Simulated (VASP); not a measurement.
# LiH (I4/mmm) in VASP: a series of runs

The runs below take LiH through single point, with PBEsol.

All numbers are computed with VASP 6.6.1; they aren't measurements. Logs are shortened: lines on timing, memory, paths and dates and some standing lists are left out, and cuts for length are marked.

### 1 The cell of the first run

It takes space group I4/mmm (No. 139, tetragonal). The conventional cell has a = 2.759 Å, b = 2.759 Å, c = 3.740 Å, α = 90.00°, β = 90.00°, γ = 90.00°. Li (site symmetry 4/mmm) has 6 H at 1.87 to 1.95 Å within 2.5 Å. Within 2.5 Å of H (site symmetry 4/mmm) lie 6 Li at 1.87 to 1.95 Å.

### 2 Single point, PBEsol (strain -0.040 along x and y, -0.080 along z)

Contents of INCAR:

```
SYSTEM = LiH
ALGO = Normal
EDIFF = 1E-7
ENCUT = 520
GGA = PS
ISIF = 2
ISMEAR = 0
LASPH = .True.
LCHARG = .False.
LREAL = .False.
LWAVE = .False.
NBANDS = 9
NELM = 100
PREC = Accurate
SIGMA = 0.05
```

Contents of KPOINTS:

```
k-points
0
Gamma
  10 10 10
  0 0 0
```

Contents of POSCAR:

```
LiH
1.0
    0.0000000000      1.9512000000      1.8699000000
    1.9512000000      0.0000000000      1.8699000000
    1.9512000000      1.9512000000      0.0000000000
Li H
1 1
Direct
    0.0000000000      0.0000000000      0.0000000000
    0.5000000000      0.5000000000      0.5000000000
```

Potentials or basis: VASP PAW PBE potentials, release 64 (Li_sv, H).

On the command line:

```sh
> cat potpaw_PBE.64/Li_sv/POTCAR potpaw_PBE.64/H/POTCAR > POTCAR
> mpirun -np 1 vasp_std > vasp.out
```

OUTCAR:

```text
SYSTEM = LiH
   EDIFF = 1E-7
   ENCUT = 520
   GGA = PS
   ISIF = 2
   ISMEAR = 0
   LASPH = .True.
   LREAL = .False.
   NELM = 100
   PREC = Accurate

 ion  position               nearest neighbor table
   1  0.000  0.000  0.000-
   2  0.500  0.500  0.500-

  LATTYP: Found a body centered tetragonal cell.
 ALAT       =     2.7594135029
 C/A-ratio  =     1.3552879973

  Lattice vectors:

 A1 = (   0.0000000000,  -1.9512000000,  -1.8699000000)
 A2 = (   0.0000000000,   1.9512000000,  -1.8699000000)
 A3 = (   1.9512000000,   0.0000000000,   1.8699000000)

Analysis of symmetry for initial positions (statically):
=====================================================================
 Subroutine PRICEL returns:
 Original cell was already a primitive cell.

 Routine SETGRP: Setting up the symmetry group for a
 body centered tetragonal supercell.

 Subroutine GETGRP returns: Found 16 space group operations
 (whereof 16 operations were pure point group operations)
 out of a pool of 16 trial point group operations.

The static configuration has the point symmetry D_4h.

Analysis of symmetry for dynamics (positions and initial velocities):
=====================================================================
 Subroutine PRICEL returns:
 Original cell was already a primitive cell.

 Routine SETGRP: Setting up the symmetry group for a
 body centered tetragonal supercell.

 Subroutine GETGRP returns: Found 16 space group operations
 (whereof 16 operations were pure point group operations)
 out of a pool of 16 trial point group operations.

The dynamic configuration has the point symmetry D_4h.

 Subroutine INISYM returns: Found 16 space group operations
 (whereof 16 operations are pure point group operations),
 and found     1 'primitive' translations

----------------------------------------------------------------------------------------

                                     Primitive cell

  volume of cell :      14.2381

  direct lattice vectors                    reciprocal lattice vectors
     0.000000000  1.951200000  1.869900000    -0.256252563  0.256252563  0.267393978
     1.951200000  0.000000000  1.869900000     0.256252563 -0.256252563  0.267393978
     1.951200000  1.951200000  0.000000000     0.256252563  0.256252563 -0.267393978

  length of vectors
     2.702537225  2.702537225  2.759413503     0.450366841  0.450366841  0.450366841

  position of ions in fractional coordinates (direct lattice)
     0.000000000  0.000000000  0.000000000
[... 83 lines left out ...]
   NFREE  =      0    steps in history (QN), initial steepest desc. (CG)
   ISIF   =      2    stress and relaxation
   ISYM   =      2    0-nonsym 1-usesym 2-fastsym
   POTIM  = 0.5000    time-step for ionic-motion
   TEBEG  =    0.0;   TEEND  =   0.0 temperature during run
   PSTRESS=    0.0 pullay stress
   NELECT =       4.0000    total number of electrons
   NUPDOWN=      -1.0000    fix difference up-down
   EMIN   =  10.00;   EMAX   =-10.00  energy-range for DOS
   EFERMI =   0.00;   METHOD = LEGACY
   ISMEAR =     0;   SIGMA  =   0.05  broadening in eV -4-tet -1-fermi 0-gaus
   EFERMI_NEDOS =   21; number of points for ismear=-14 and -15
   IALGO  =     38    algorithm
   IMIX   =      4    mixing-type and parameters
     AMIX     =   0.40;   BMIX     =  1.00
     AMIX_MAG =   1.60;   BMIX_MAG =  1.00
  volume/ion in A,a.u.               =       7.12        48.04
  Fermi-wavevector in a.u.,A,eV,Ry     =   1.072204  2.026172 15.641555  1.149622
  Thomas-Fermi vector in A             =   2.207967
   LORBIT       =      0    0 simple, 1 ext, 2 COOP (PROOUT), +10 PAW based schemes
   GGA     = PS    functional components
   LHFCALC =     F    Hartree Fock is set to
   AEXX    =    0.0000 exact exchange contribution
   IVDW    =     0    specifies the selected vdW correction
   LEPSILON=     F    determine dielectric tensor
   LRPA    =     F    only Hartree local field effects (RPA)
 non-spin polarized calculation
 Gauss-broadening in eV      SIGMA  =   0.05
  energy-cutoff  :      520.00
  volume of cell :       14.24
 maximum number of plane-waves:       394
   NGX =  9   NGY =  9   NGZ = 11

 number of electron       3.9999997 magnetization

 Free energy of the ion-electron system (eV)
  ---------------------------------------------------
  ext. energy  EPLUGINS =         0.00000000
  ---------------------------------------------------
  free energy    TOTEN  =        -6.09315466 eV

  energy without entropy =       -6.09315466  energy(sigma->0) =       -6.09315466

 E-fermi :   1.4116     XC(G=0):  -9.0140

 val. band max:        1.0021840107   @ k =   0.5000   0.5000   0.0000
 cond. band min:       3.1981175886   @ k =   0.5000   0.0000   0.5000
 fundamental gap:      2.1959335779
 Fermi energy:         1.4115655881

 k-point     1 :       0.0000    0.0000    0.0000
  band No.  band energies     occupation
      1     -42.8549      2.00000
      2      -5.2407      2.00000
      3      18.4831      0.00000
      4      19.5138      0.00000
      5      19.9105      0.00000
      6      19.9105      0.00000
      7      24.5885      0.00000
      8      24.5885      0.00000
      9      24.8345      0.00000
[... 265 lines left out ...]
 k-point    24 :       0.4000    0.3000    0.0000
  band No.  band energies     occupation
      1     -42.7671      2.00000
      2      -1.8052      2.00000
      3       8.1666      0.00000
      4      11.3545      0.00000
      5      12.6272      0.00000
      6      17.4029      0.00000
      7      19.5311      0.00000
      8      32.2577      0.00000
      9      32.7417      0.00000

 [... further k-points ...]

------------------------ aborting loop because EDIFF is reached ----------------------------------------

  FORCE on cell =-STRESS in cart. coord.  units (eV):
  Direction    XX          YY          ZZ          XY          YZ          ZX
  --------------------------------------------------------------------------------------
  -------------------------------------------------------------------------------------
  Total        0.2487802      0.2487802      0.6875874      0.0000000     -0.0000000      0.0000000
  in kB       27.9946135     27.9946135     77.3724833      0.0000000     -0.0000000      0.0000000
  external PRESSURE =      44.4539034 kB  Pullay stress =       0.0000000 kB

 VOLUME and BASIS-vectors are now :
 -----------------------------------------------------------------------------
  energy-cutoff  :      520.00
  volume of cell :       14.24
      direct lattice vectors                 reciprocal lattice vectors
     0.000000000  1.951200000  1.869900000    -0.256252563  0.256252563  0.267393978
     1.951200000  0.000000000  1.869900000     0.256252563 -0.256252563  0.267393978
     1.951200000  1.951200000  0.000000000     0.256252563  0.256252563 -0.267393978

 POSITION                                       TOTAL-FORCE (eV/Angst)
 -----------------------------------------------------------------------------------
      0.00000      0.00000      0.00000        -0.000000      0.000000      0.000000
      1.95120      1.95120      1.86990         0.000000      0.000000     -0.000000
 -----------------------------------------------------------------------------------
    total drift:                                0.000000     -0.000000      0.000000

  FREE ENERGIE OF THE ION-ELECTRON SYSTEM (eV)
  ---------------------------------------------------
  free  energy   TOTEN  =        -6.0931546593 eV

  energy  without entropy=       -6.0931546593  energy(sigma->0) =       -6.09315466
```

OSZICAR:

```text
N       E                     dE             d eps       ncg     rms          rms(c)
DAV:   1    -0.161301920023E+01   -0.16130E+01   -0.15659E+03  1844   0.417E+02
DAV:   2    -0.627848598370E+01   -0.46655E+01   -0.46371E+01  2629   0.562E+01
DAV:   3    -0.632726299848E+01   -0.48777E-01   -0.48761E-01  2197   0.499E+00
DAV:   4    -0.632746593518E+01   -0.20294E-03   -0.20291E-03  2586   0.275E-01
DAV:   5    -0.632746646827E+01   -0.53309E-06   -0.53309E-06  2291   0.115E-02    0.278E+00
DAV:   6    -0.615152837521E+01    0.17594E+00   -0.13985E-01  2027   0.118E+00    0.140E+00
DAV:   7    -0.609200685814E+01    0.59522E-01   -0.17571E-01  2167   0.148E+00    0.210E-01
DAV:   8    -0.609318543047E+01   -0.11786E-02   -0.33573E-03  2082   0.418E-01    0.320E-02
DAV:   9    -0.609315794926E+01    0.27481E-04   -0.88219E-05  2410   0.476E-02    0.504E-03
DAV:  10    -0.609315501868E+01    0.29306E-05   -0.33537E-06  2152   0.142E-02    0.234E-03
DAV:  11    -0.609315477281E+01    0.24586E-06   -0.13910E-07  2289   0.200E-03    0.312E-04
DAV:  12    -0.609315467097E+01    0.10184E-06   -0.52978E-09  1578   0.659E-04    0.252E-04
DAV:  13    -0.609315465934E+01    0.11634E-07   -0.26371E-09  1068   0.332E-04
   1 F= -.60931547E+01 E0= -.60931547E+01  d E =-.217001E-33
```

stdout:

```text
POSCAR found type information on POSCAR LiH
 POSCAR found :  2 types and       2 ions
 scaLAPACK will be used
 -----------------------------------------------------------------------------
|                                                                             |
|                                                                             |
|     You enforced a specific xc type in the INCAR file but a different       |
|     I HOPE YOU KNOW WHAT YOU ARE DOING!                                     |
|                                                                             |
 -----------------------------------------------------------------------------

 LDA part: xc-table for (Slater+PW92), standard interpolation
 POSCAR, INCAR and KPOINTS ok, starting setup
 FFT: planning ... GRIDC
 FFT: planning ... GRID_SOFT
 FFT: planning ... GRID
 WAVECAR not read
 entering main loop
```

Run time: 6.7 s. Hardware: 1 thread of Intel Xeon 6975P-C (Granite Rapids), shared host; peak memory 0.13 GiB.

What came out:

- Free energy: -6.0932 eV
- Band gap on the k mesh: 2.20 eV, indirect (least direct gap 2.54 eV)

Caveat: the cell differs from its parent crystal (strain -0.040 along x and y, -0.080 along z); the cutoff is under 1.25 times the usual one of these potentials, so pressure, stress and relaxed cells hold a basis-set (Pulay) error; the PAW data sets were made with another functional, which shifts forces and pressure a little.

### 3 Single point, PBEsol (strain -0.040 along x and y, +0.000 along z)

Contents of INCAR:

```
SYSTEM = LiH
  PREC = Accurate
  ENCUT = 520
  EDIFF = 1E-6
  ISMEAR = 0
  SIGMA = 0.05
  LREAL = .False.
  LASPH = .True.
  NELM = 100
  ALGO = Normal
  ISIF = 2
  LWAVE = .False.
  LCHARG = .False.
  GGA = PS
  NBANDS = 9
```

Contents of KPOINTS:

```
Automatic mesh
0
Gamma
  10 10 10
  0 0 0
```

Contents of POSCAR:

```
LiH
1.0
    0.0000000000      1.9512000000      2.0325000000
    1.9512000000      0.0000000000      2.0325000000
    1.9512000000      1.9512000000      0.0000000000
Li H
1 1
Direct
    0.0000000000      0.0000000000      0.0000000000
    0.5000000000      0.5000000000      0.5000000000
```

Potentials or basis: VASP PAW PBE potentials, release 64 (Li_sv, H).

On the command line:

```sh
> cat potpaw_PBE.64/Li_sv/POTCAR potpaw_PBE.64/H/POTCAR > POTCAR
> mpirun -np 1 vasp_std > vasp.out
```

Wall time 4.5 s (1 thread of Intel Xeon 6975P-C (Granite Rapids), shared host); peak memory 0.13 GiB.

It converged, with:

| Property | Result |
| --- | --- |
| Free energy | -6.1151 eV |
| Band gap on the k mesh | 2.24 eV, indirect (least direct gap 2.57 eV) |

Levels at points of the mesh, in eV from the valence-band top:
| k point | band 1 | band 2 | band 3 | band 4 | band 5 | band 6 | band 7 |
| --- | --- | --- | --- | --- | --- | --- | --- |
| (0.00, 0.00, 0.00) | -43.78 | -5.80 | 16.46 | 17.91 | 17.91 | 18.26 | 22.58 |
| (0.50, 0.00, 0.00) | -43.72 | -2.93 | 4.69 | 13.67 | 16.30 | 16.96 | 18.70 |
| (0.50, 0.50, 0.00) | -43.71 | -0.33 | 2.24 | 11.16 | 11.16 | 14.27 | 17.88 |
| (0.50, 0.00, 0.50) | -43.70 | 0.00 | 2.80 | 10.31 | 10.67 | 13.62 | 17.52 |

Caveat: the cell differs from its parent crystal (strain -0.040 along x and y, +0.000 along z); the cutoff is under 1.25 times the usual one of these potentials, so pressure, stress and relaxed cells hold a basis-set (Pulay) error; the PAW data sets were made with another functional, which shifts forces and pressure a little. A k mesh can miss the band edges.

### 4 Single point, PBEsol (strain +0.000 along x and y, -0.040 along z)

Contents of INCAR:

```
SYSTEM = LiH
ALGO = Normal ; EDIFF = 1E-6
ENCUT = 520 ; GGA = PS
ISIF = 2 ; ISMEAR = 0
LASPH = .True. ; LCHARG = .False.
LREAL = .False. ; LWAVE = .False.
NBANDS = 9 ; NELM = 80
PREC = Accurate ; SIGMA = 0.05
```

Contents of KPOINTS:

```
k-points
0
Gamma
  10 10 10
  0 0 0
```

Contents of POSCAR:

```
LiH
1.0
    0.0000000000      2.0325000000      1.9512000000
    2.0325000000      0.0000000000      1.9512000000
    2.0325000000      2.0325000000      0.0000000000
Li H
1 1
Direct
    0.0000000000      0.0000000000      0.0000000000
    0.5000000000      0.5000000000      0.5000000000
```

On the command line:

```sh
> cat potpaw_PBE.64/Li_sv/POTCAR potpaw_PBE.64/H/POTCAR > POTCAR
> mpirun -np 1 vasp_std > vasp.out
```

Wall time 4.7 s (1 thread of Intel Xeon 6975P-C (Granite Rapids), shared host); peak memory 0.14 GiB.

It converged, with:

```yaml
Free_energy: -6.1155 eV
Band_gap_on_the_k_mesh: 2.36 eV, indirect (least direct gap 2.67 eV)
```

Levels at points of the mesh, in eV from the valence-band top:
```csv
k point,band 1,band 2,band 3,band 4,band 5,band 6,band 7
"(0.00, 0.00, 0.00)",-43.91,-5.74,15.84,17.29,17.64,17.64,22.07
"(0.50, 0.00, 0.00)",-43.86,-2.91,4.50,13.25,15.70,16.61,18.23
"(0.50, 0.50, 0.00)",-43.84,0.00,2.92,9.98,9.98,13.05,16.77
"(0.50, 0.00, 0.50)",-43.85,-0.31,2.36,10.47,10.82,13.71,17.06
```

Caveat: the cell differs from its parent crystal (strain +0.000 along x and y, -0.040 along z); the cutoff is under 1.25 times the usual one of these potentials, so pressure, stress and relaxed cells hold a basis-set (Pulay) error; the PAW data sets were made with another functional, which shifts forces and pressure a little. A k mesh can miss the band edges.

### 5 Single point, PBEsol (strain -0.040 along x and y, +0.040 along z)

Contents of INCAR:

```
ALGO = Normal ; EDIFF = 1E-7
ENCUT = 520 ; GGA = PS
ISIF = 2 ; ISMEAR = 0
LASPH = True ; LCHARG = False
LREAL = False ; LWAVE = False
NBANDS = 9 ; NELM = 100
PREC = Accurate ; SIGMA = 0.05
```

Contents of KPOINTS:

```
k-points
0
Gamma
  10 10 10
```

Contents of POSCAR:

```
LiH
1.0
    0.0000000000      1.9512000000      2.1138000000
    1.9512000000      0.0000000000      2.1138000000
    1.9512000000      1.9512000000      0.0000000000
Li H
1 1
Direct
    0.0000000000      0.0000000000      0.0000000000
    0.5000000000      0.5000000000      0.5000000000
```

On the command line:

```sh
> cat potpaw_PBE.64/Li_sv/POTCAR potpaw_PBE.64/H/POTCAR > POTCAR
> mpirun -np 1 vasp_std > vasp.out
```

Wall time 10 s (1 thread of Intel Xeon Platinum 8488C (Sapphire Rapids), shared host); peak memory 0.13 GiB.

The run converged. Its results:

| Item | Value |
| --- | --- |
| Free energy | -6.1044 eV |
| Band gap on the k mesh | 1.87 eV, indirect (least direct gap 2.51 eV) |

Levels at points of the mesh, in eV from the valence-band top:
| k point | band 1 | band 2 | band 3 | band 4 | band 5 |
| --- | --- | --- | --- | --- | --- |
| (0.00, 0.00, 0.00) | -43.91 | -5.75 | 15.72 | 17.36 | 17.36 |
| (0.50, 0.00, 0.00) | -43.86 | -2.92 | 4.52 | 12.92 | 15.90 |
| (0.50, 0.50, 0.00) | -43.85 | -0.64 | 1.87 | 11.29 | 11.29 |
| (0.50, 0.00, 0.50) | -43.84 | 0.00 | 2.91 | 9.70 | 10.39 |

Caveat: the cell differs from its parent crystal (strain -0.040 along x and y, +0.040 along z); the cutoff is under 1.25 times the usual one of these potentials, so pressure, stress and relaxed cells hold a basis-set (Pulay) error; the PAW data sets were made with another functional, which shifts forces and pressure a little. A k mesh can miss the band edges.

### 6 The runs side by side

| cell | gap on the mesh (eV) |
| --- | --- |
| a = 2.703, b = 2.703, c = 2.759 Å, angles 59.3, 59.3, 61.4°, 2 atoms | 2.20 |
| a = 2.817, b = 2.817, c = 2.759 Å, angles 60.7, 60.7, 58.6°, 2 atoms | 2.24 |
| a = 2.817, b = 2.817, c = 2.874 Å, angles 59.3, 59.3, 61.3°, 2 atoms | 2.36 |
| a = 2.877, b = 2.877, c = 2.759 Å, angles 61.3, 61.3, 57.3°, 2 atoms | 1.87 |

Alike in all rows: task single point; level PBEsol; potentials or basis VASP PAW PBE potentials, release 64 (Li_sv, H); no spin polarisation; k mesh 10 × 10 × 10; cutoff (eV) 520; smearing gaussian 0.05 eV.

Caveats: the cutoff is under 1.25 times the usual one of these potentials, so pressure, stress and relaxed cells hold a basis-set (Pulay) error; the PAW data sets were made with another functional, which shifts forces and pressure a little.

Absolute energies hang on the potentials; compare differences alone.
